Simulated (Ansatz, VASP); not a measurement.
Two plane-wave programs on ZrC

Contents of POSCAR:

```
ZrC
1.0
    0.0000000000      2.5455200000      2.5455200000
    2.5455200000      0.0000000000      2.5455200000
    2.5455200000      2.5455200000      0.0000000000
Zr C
1 1
Direct
    0.5000000000      0.5000000000      0.5000000000
    0.7500000000      0.7500000000      0.7500000000
```

INCAR.step1

```
ALGO = Normal
EDIFF = 1E-5
ENCUT = 520
GGA = PE
ISIF = 2
ISMEAR = -1
LASPH = True
LCHARG = False
LREAL = False
LWAVE = True
NBANDS = 15
NELM = 60
PREC = Accurate
SIGMA = 0.05
```

Contents of INCAR.step2:

```
AEXX = 1.0
AGGAC = 0.0
ALDAC = 0.0
ALGO = Normal
EDIFF = 1E-7
ENCUT = 520
GGA = PE
ISIF = 2
ISMEAR = -1
ISTART = 1
LASPH = True
LCHARG = False
LHFCALC = True
LREAL = False
LWAVE = False
NBANDS = 15
NELM = 60
PREC = Accurate
PRECFOCK = Normal
SIGMA = 0.05
```

KPOINTS

```
k-points
0
Gamma
  5 5 5
```

The input input.yaml:

```yaml
crystal:
  lattice:
    - [0.0, 2.54552, 2.54552]
    - [2.54552, 0.0, 2.54552]
    - [2.54552, 2.54552, 0.0]
  atoms:
    - { symbol: Zr, position: [0.5, 0.5, 0.5] }
    - { symbol: C, position: [0.75, 0.75, 0.75] }
hamiltonian:
  xc: hf
  pseudopotentials: { kind: paw }
kpoints:
  mp_grid: { grid: [5, 5, 5] }
  band_path:
    path:
      - [[0.0, 0.0, 0.0], [0.5, 0.0, 0.5], [0.5, 0.25, 0.75], [0.375, 0.375, 0.75], [0.0, 0.0, 0.0], [0.5, 0.5, 0.5], [0.625, 0.25, 0.625], [0.5, 0.25, 0.75], [0.5, 0.5, 0.5], [0.375, 0.375, 0.75]]
      - [[0.625, 0.25, 0.625], [0.5, 0.0, 0.5]]
    npoints: 4
scf:
  occupations: { method: fermi_dirac, width: 0.05 }
  n_extra_bands: 6
output:
  forces: true
  stress: true
  eigenvalues: true
  fatbands: false
```

Alike in both runs: functional HF; k mesh 5 × 5 × 5; occupations fermi-dirac, width 0.05 eV; no spin polarisation.

|  | VASP | Ansatz |
| --- | --- | --- |
| version | VASP 6.6.1 | Ansatz 0.2.0 |
| potentials or method | VASP PAW PBE potentials, release 64 (Zr_sv, C) | Ansatz PAW |
| plane-wave cutoff (eV) | 520 | 420 |
| valence electrons in the cell | 16 | 16 |
| task | single point | band structure |

```csv
,VASP,Ansatz,Ansatz less VASP
gap on the k mesh at the Fermi level (eV),7.32,7.25,-0.072
pressure (GPa),8.1,8.3,+0.11
```

VASP's potentials were made for PBE, not for HF.

The k mesh is coarse, so the values compare programs but aren't converged.
